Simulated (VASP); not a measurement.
# Os (P-1) in VASP: further runs

The runs below take Os through single point, with PBE.

Everything below comes from runs of VASP 6.6.1. Logs are shortened: lines on timing, memory, paths and dates and some standing lists are left out, and cuts for length are marked.

## Step 1: The cell of the first run

The typed cell holds 2 atoms: a = 2.734 Å, b = 2.734 Å, c = 4.320 Å, α = 90.00°, β = 90.00°, γ = 120.00°.

## Step 2: Single point, PBE (atom 1 (Os) moved by (-0.200, -0.200) A along x and z)

The input, INCAR:

```
SYSTEM = Os
ALGO = Fast ; EDIFF = 1E-6
ENCUT = 520 ; GGA = PE
ISIF = 2 ; ISMEAR = 0
LASPH = .True. ; LCHARG = .False.
LREAL = .False. ; LWAVE = .False.
NBANDS = 15 ; NELM = 60
PREC = Accurate ; SIGMA = 0.15
```

The input, KPOINTS:

```
k-points
0
Gamma
  18 18 12
  0 0 0
```

The input, POSCAR:

```
Os
1.0
    2.7340999755      0.0000000000      0.0000000000
   -1.3670499878      2.3678000353      0.0000000000
    0.0000000000      0.0000000000      4.3197000000
Os
2
Direct
    0.2601831187      0.6666666667      0.2037004885
    0.6666666667      0.3333333333      0.7500000000
```

Potentials or basis: VASP PAW PBE potentials, release 64 (Os).

The run is started by

```sh
> cat potpaw_PBE.64/Os/POTCAR > POTCAR
> mpirun -np 1 vasp_std > vasp.out
```

OUTCAR:

```text
SYSTEM = Os
   EDIFF = 1E-6
   ENCUT = 520
   GGA = PE
   ISIF = 2
   ISMEAR = 0
   LASPH = .True.
   LREAL = .False.
   NELM = 60
   PREC = Accurate

 ion  position               nearest neighbor table
   1  0.260  0.667  0.204-   2 2.41   2 2.52   2 2.63   2 2.75   2 2.85   2 2.94
   2  0.667  0.333  0.750-   1 2.41   1 2.52   1 2.63   1 2.75   1 2.85   1 2.94

  LATTYP: Found a hexagonal cell.
 ALAT       =     2.7340999755
 C/A-ratio  =     1.5799349105

  Lattice vectors:

 A1 = (   2.7340999755,   0.0000000000,   0.0000000000)
 A2 = (  -1.3670499878,   2.3678000353,   0.0000000000)
 A3 = (   0.0000000000,   0.0000000000,   4.3197000000)

Analysis of symmetry for initial positions (statically):
=====================================================================
 Subroutine PRICEL returns:
 Original cell was already a primitive cell.

 Routine SETGRP: Setting up the symmetry group for a
 hexagonal supercell.

 Subroutine GETGRP returns: Found  2 space group operations
 (whereof  1 operations were pure point group operations)
 out of a pool of 24 trial point group operations.

The static configuration has the point symmetry C_1 .
 The point group associated with its full space group is S_2 .

Analysis of symmetry for dynamics (positions and initial velocities):
=====================================================================
 Subroutine PRICEL returns:
 Original cell was already a primitive cell.

 Routine SETGRP: Setting up the symmetry group for a
 hexagonal supercell.

 Subroutine GETGRP returns: Found  2 space group operations
 (whereof  1 operations were pure point group operations)
 out of a pool of 24 trial point group operations.

The dynamic configuration has the point symmetry C_1 .
 The point group associated with its full space group is S_2 .

 Subroutine INISYM returns: Found  2 space group operations
 (whereof  1 operations are pure point group operations),
 and found     1 'primitive' translations

----------------------------------------------------------------------------------------

                                     Primitive cell

  volume of cell :      27.9649

  direct lattice vectors                    reciprocal lattice vectors
     2.734099975  0.000000000  0.000000000     0.365751073  0.211166481  0.000000000
    -1.367049988  2.367800035  0.000000000     0.000000000  0.422332961  0.000000000
     0.000000000  0.000000000  4.319700000     0.000000000  0.000000000  0.231497558

  length of vectors
     2.734099975  2.734099976  4.319700000     0.422332961  0.422332961  0.231497558
[... 93 lines left out ...]
   NUPDOWN=      -1.0000    fix difference up-down
   EMIN   =  10.00;   EMAX   =-10.00  energy-range for DOS
   EFERMI =   0.00;   METHOD = LEGACY
   ISMEAR =     0;   SIGMA  =   0.15  broadening in eV -4-tet -1-fermi 0-gaus
   EFERMI_NEDOS =   21; number of points for ismear=-14 and -15
   IALGO  =     68    algorithm
   IMIX   =      4    mixing-type and parameters
     AMIX     =   0.40;   BMIX     =  1.00
     AMIX_MAG =   1.60;   BMIX_MAG =  1.00
  volume/ion in A,a.u.               =      13.98        94.36
  Fermi-wavevector in a.u.,A,eV,Ry     =   1.359076  2.568282 25.131162  1.847088
  Thomas-Fermi vector in A             =   2.485855
   LORBIT       =      0    0 simple, 1 ext, 2 COOP (PROOUT), +10 PAW based schemes
   GGA     = PE    functional components
   LHFCALC =     F    Hartree Fock is set to
   AEXX    =    0.0000 exact exchange contribution
   IVDW    =     0    specifies the selected vdW correction
   LEPSILON=     F    determine dielectric tensor
   LRPA    =     F    only Hartree local field effects (RPA)
 non-spin polarized calculation
 RMM-DIIS sequential band-by-band and
 Gauss-broadening in eV      SIGMA  =   0.15
  energy-cutoff  :      520.00
  volume of cell :       27.96
 maximum number of plane-waves:       770
   NGX = 11   NGY = 11   NGZ = 17

 number of electron      15.9999998 magnetization

 Free energy of the ion-electron system (eV)
  ---------------------------------------------------
  ext. energy  EPLUGINS =         0.00000000
  ---------------------------------------------------
  free energy    TOTEN  =       -21.91867834 eV

  energy without entropy =      -21.90080899  energy(sigma->0) =      -21.90974367

 E-fermi :   9.5850     XC(G=0): -14.0260

 val. band max:        9.5843107770   @ k =  -0.0556  -0.0000   0.2500
 cond. band min:       9.5870328921   @ k =   0.1667  -0.3333   0.0833
 fundamental gap:      0.0027221151
 Fermi energy:         9.5850120142

 k-point     1 :       0.0000    0.0000    0.0000
  band No.  band energies     occupation
      1      -1.4565      2.00000
      2       1.5513      2.00000
      3       6.0144      2.00000
      4       6.1252      2.00000
      5       6.4083      2.00000
      6       6.6313      2.00000
      7       7.2374      2.00000
      8       8.0467      2.00000
      9       8.9968      2.00000
     10       9.8728      0.00665
     11      10.4477      0.00000
     12      12.1646      0.00000
     13      17.9792      0.00000
     14      23.3432      0.00000
[... 401 lines left out ...]
      2       2.3926      2.00000
      3       3.1222      2.00000
      4       5.8990      2.00000
      5       6.4291      2.00000
      6       7.0206      2.00000
      7       7.4942      2.00000
      8      11.1656      0.00000
      9      11.6749      0.00000
     10      12.0423      0.00000
     11      12.8113      0.00000
     12      16.5470      0.00000
     13      18.0382      0.00000
     14      21.1336      0.00000
     15      22.1535      0.00000

 [... further k-points ...]

------------------------ aborting loop because EDIFF is reached ----------------------------------------

  FORCE on cell =-STRESS in cart. coord.  units (eV):
  Direction    XX          YY          ZZ          XY          YZ          ZX
  --------------------------------------------------------------------------------------
  -------------------------------------------------------------------------------------
  Total        2.6633540      2.6611896      6.0771363      1.0331431      0.2218514      1.5711059
  in kB      152.5901440    152.4661409    348.1741782     59.1913256     12.7104145     90.0125463
  external PRESSURE =     217.7434877 kB  Pullay stress =       0.0000000 kB

 VOLUME and BASIS-vectors are now :
 -----------------------------------------------------------------------------
  energy-cutoff  :      520.00
  volume of cell :       27.96
      direct lattice vectors                 reciprocal lattice vectors
     2.734099975  0.000000000  0.000000000     0.365751073  0.211166481  0.000000000
    -1.367049988  2.367800035  0.000000000     0.000000000  0.422332961  0.000000000
     0.000000000  0.000000000  4.319700000     0.000000000  0.000000000  0.231497558

 POSITION                                       TOTAL-FORCE (eV/Angst)
 -----------------------------------------------------------------------------------
     -0.20000      1.57853      0.87993         1.957654     -0.094129      3.958122
      1.36705      0.78927      3.23977        -1.957654      0.094129     -3.958122
 -----------------------------------------------------------------------------------
    total drift:                               -0.000001     -0.000000     -0.000000

  FREE ENERGIE OF THE ION-ELECTRON SYSTEM (eV)
  ---------------------------------------------------
  free  energy   TOTEN  =       -21.9186783404 eV

  energy  without entropy=      -21.9008089925  energy(sigma->0) =      -21.90974367
```

Wall time 6.4 min (1 thread of AMD EPYC 9R45 (Zen 5), shared host); peak memory 0.71 GiB.

What came out:

| Item | Value |
| --- | --- |
| Free energy | -21.9187 eV |
| Pressure | 21.8 GPa |
| Largest force | 4.417 eV/Å |
| Band gap on the k mesh | zero (bands 8 and 9 overlap by 3.67 eV) |

Forces on the atoms (eV/Å):
```
Os   1.958 -0.094  3.958
Os  -1.958  0.094 -3.958
```

Levels at points of the mesh, in eV from the Fermi level:
```tsv
k point	band 5	band 6	band 7	band 8	band 9	band 10	band 11	band 12
(0.00, 0.00, 0.00)	-3.18	-2.95	-2.35	-1.54	-0.59	0.29	0.86	2.58
(0.50, 0.00, 0.00)	-3.39	-3.35	-2.04	1.66	2.36	2.80	4.81	5.15
(0.00, 0.50, 0.00)	-2.94	-2.59	-2.02	1.90	2.08	2.61	4.33	5.67
(0.50, 0.50, 0.00)	-2.48	-1.90	-1.54	2.10	2.15	2.96	3.85	6.05
(0.00, 0.00, 0.50)	-3.62	-3.42	-3.41	-2.44	-0.14	0.85	1.31	1.38
(0.50, 0.00, 0.50)	-2.10	-0.29	0.09	0.46	1.90	2.28	2.60	3.28
(0.00, 0.50, 0.50)	-1.99	-0.50	-0.19	0.26	2.08	2.21	2.77	3.89
(0.50, 0.50, 0.50)	-2.46	-0.85	-0.64	-0.13	2.25	2.34	2.87	4.46
```

Caveat: the cell differs from its parent crystal (atom 1 (Os) moved by (-0.200, -0.200) A along x and z); the stress differs along the axes, from 15 to 35 GPa; spin-orbit coupling is left out, which moves the levels of the heavy elements; forces of over 1 eV/Å act on the atoms, so gaps and moduli don't describe the material at rest.

## Step 3: Single point, PBE (atom 1 (Os) moved by (-0.200, -0.100) A along x and z)

The input, INCAR:

```
PREC = Accurate ; ENCUT = 520
EDIFF = 1E-7 ; ISMEAR = 0
SIGMA = 0.15 ; LREAL = F
LASPH = T ; NELM = 100
ALGO = Fast ; ISIF = 2
LWAVE = F ; LCHARG = F
GGA = PE ; NBANDS = 15
```

The input, KPOINTS:

```
regular mesh
0
Gamma
  18 18 12
```

Changes to POSCAR since step 2:

```diff
@@ -8,3 +8,3 @@
 Direct
-    0.2601831187      0.6666666667      0.2037004885
+    0.2601831187      0.6666666667      0.2268502442
     0.6666666667      0.3333333333      0.7500000000
```

Potentials or basis: VASP PAW PBE potentials, release 64 (Os).

The run is started by

```sh
> cat potpaw_PBE.64/Os/POTCAR > POTCAR
> mpirun -np 1 vasp_std > vasp.out
```

Wall time 6.7 min (1 thread of AMD EPYC 9R45 (Zen 5), shared host); peak memory 0.72 GiB.

It converged, with:

| Item | Value |
| --- | --- |
| Free energy | -22.2068 eV |
| Pressure | 13.9 GPa |
| Largest force | 2.670 eV/Å |
| Band gap on the k mesh | zero (bands 8 and 9 overlap by 3.88 eV) |

Forces on the atoms (eV/Å):
```
Os   1.906 -0.126  1.865
Os  -1.906  0.126 -1.865
```

Stress tensor (GPa, compression positive):
```
10.52  4.07  4.50
 4.07 11.10  0.65
 4.50  0.65 20.12
```

Levels at points of the mesh, in eV from the Fermi level:
| k point | band 4 | band 5 | band 6 | band 7 | band 8 | band 9 | band 10 | band 11 | band 12 | band 13 |
| --- | --- | --- | --- | --- | --- | --- | --- | --- | --- | --- |
| (0.00, 0.00, 0.00) | -3.29 | -2.97 | -2.56 | -2.23 | -1.74 | -0.73 | 0.06 | 0.76 | 2.46 | 8.93 |
| (0.50, 0.00, 0.00) | -3.50 | -3.43 | -3.39 | -2.08 | 1.79 | 2.40 | 2.74 | 4.82 | 5.20 | 9.96 |
| (0.00, 0.50, 0.00) | -3.50 | -2.95 | -2.61 | -2.15 | 1.99 | 2.15 | 2.53 | 4.37 | 5.67 | 9.06 |
| (0.50, 0.50, 0.00) | -3.83 | -2.48 | -1.87 | -1.67 | 2.21 | 2.25 | 2.81 | 3.91 | 6.02 | 8.41 |
| (0.00, 0.00, 0.50) | -3.50 | -3.44 | -3.31 | -3.21 | -2.91 | 0.15 | 0.92 | 0.93 | 1.18 | 13.18 |
| (0.50, 0.00, 0.50) | -5.16 | -1.61 | -0.69 | 0.20 | 0.38 | 2.12 | 2.38 | 2.74 | 3.17 | 9.24 |
| (0.00, 0.50, 0.50) | -5.29 | -1.57 | -0.80 | -0.11 | 0.11 | 2.22 | 2.34 | 3.02 | 3.64 | 8.69 |
| (0.50, 0.50, 0.50) | -5.10 | -1.90 | -1.03 | -0.66 | -0.46 | 2.32 | 2.36 | 3.31 | 4.12 | 8.13 |

Caveat: the cell differs from its parent crystal (atom 1 (Os) moved by (-0.200, -0.100) A along x and z); the stress differs along the axes, from 11 to 20 GPa; spin-orbit coupling is left out, which moves the levels of the heavy elements; forces of over 1 eV/Å act on the atoms, so gaps and moduli don't describe the material at rest.
